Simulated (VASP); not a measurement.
# Ag: single point with PBE

The system is Ag, a slab with vacuum.

```xyz
4
Lattice="1.4602 2.5292 0.0000 -2.9205 0.0000 0.0000 0.0000 0.0000 29.7978" Properties=species:S:1:pos:R:3 pbc="T T T"
Ag    0.0000    1.6861   16.2309
Ag   -1.4602    0.8431   18.6036
Ag   -2.9205    0.0000   21.0049
Ag    0.0000    1.6861   23.3927
```

```yaml
Program: VASP 6.6.1
Task: single point
Functional: PBE
Potentials_or_basis: VASP PAW PBE potentials, release 64 (Ag)
Cutoff: 400 eV
k_mesh: 21 × 21 × 1
Occupations: methfessel-paxton, width 0.1 eV
Spin: no spin polarisation
```

```json
{
 "Largest force": "0.089 eV/Å",
 "Band gap on the k mesh": "zero (bands 22 and 23 overlap by 6.47 eV)"
}
```

Forces in eV/Å, atoms in the order of the input:
```
Ag   0.000  0.000 -0.079
Ag   0.000  0.000  0.089
Ag   0.000  0.000 -0.048
Ag   0.000  0.000  0.039
```

Levels at points of the mesh, in eV from the Fermi level:
| k point | band 18 | band 19 | band 20 | band 21 | band 22 | band 23 | band 24 | band 25 | band 26 | band 27 |
| --- | --- | --- | --- | --- | --- | --- | --- | --- | --- | --- |
| (0.00, 0.00, 0.00) | -3.61 | -3.31 | -3.26 | -3.26 | -3.07 | -3.07 | -0.94 | 0.30 | 4.02 | 4.28 |

Wall time 8.7 min on 1 thread of Intel Xeon 8259CL, on a shared host, peak memory 0.35 GiB.
